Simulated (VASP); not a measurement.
Wanted: the native input for a VASP 6.6.1 run.

```
Task                   : single point
Functional             : r2SCAN
Potentials or basis    : VASP PAW PBE potentials, release 64 (Ga_d, P)
Cutoff                 : 520 eV
k mesh                 : 8 × 8 × 8
Occupations            : gaussian, width 0.05 eV
Spin                   : no spin polarisation
Dipole correction      : no
Further INCAR settings : ALGO = Normal; EDIFF = 1e-07; NBANDS = 16
```

GaP:

```
Ga P
1.0
     0.00000    2.80701    2.72525
     2.72525    0.00000    2.72525
     2.72525    2.80701    0.00000
Ga P
1 1
Direct
  0.00000 0.00000 0.00000
  0.75000 0.75000 0.75000
```

This cell differs from its parent crystal: strain +0.0300 x Voigt [0, 1, 0, 0, 0, 0].

The input as run:

POSCAR

```
GaP
1.0
    0.0000000000      2.8070075000      2.7252500000
    2.7252500000      0.0000000000      2.7252500000
    2.7252500000      2.8070075000      0.0000000000
Ga P
1 1
Direct
    0.0000000000      0.0000000000      0.0000000000
    0.7500000000      0.7500000000      0.7500000000
```

INCAR.step1

```
SYSTEM = GaP
  PREC = Accurate
  ENCUT = 520
  ISMEAR = 0
  SIGMA = 0.05
  LREAL = .False.
  LASPH = .True.
  NELM = 80
  NBANDS = 16
  GGA = PE
  ALGO = Normal
  EDIFF = 1E-4
  LWAVE = .True.
  LCHARG = .False.
```

INCAR.step2

```
SYSTEM = GaP
  PREC = Accurate
  ENCUT = 520
  EDIFF = 1E-7
  ISMEAR = 0
  SIGMA = 0.05
  LREAL = .False.
  LASPH = .True.
  NELM = 80
  ALGO = Normal
  ISIF = 2
  LWAVE = .False.
  LCHARG = .True.
  METAGGA = R2SCAN
  LMIXTAU = .True.
  LELF = .True.
  LVHAR = .True.
  NBANDS = 16
  ISTART = 1
```

KPOINTS

```
regular mesh
0
Gamma
  8 8 8
  0 0 0
```

Potentials or basis: VASP PAW PBE potentials, release 64 (Ga_d, P).

The run is started by

```console
$ cat potpaw_PBE.64/Ga_d/POTCAR potpaw_PBE.64/P/POTCAR > POTCAR
$ cp INCAR.step1 INCAR
$ mpirun -np 1 vasp_std > vasp.out
$ cp INCAR.step2 INCAR
$ mpirun -np 1 vasp_std > vasp.out
```

It gave:

The pressure is -2.5 GPa. The band gap on the k mesh is 1.79 eV (least direct gap 2.02 eV).

Caveat: the cell differs from its parent crystal (strain +0.0300 x Voigt [0, 1, 0, 0, 0, 0]); the PAW data sets were made with another functional, which shifts forces and pressure a little.

Wall time 3.8 min on 1 thread of Intel Xeon 8259CL (shared host), peak memory 0.19 GiB.
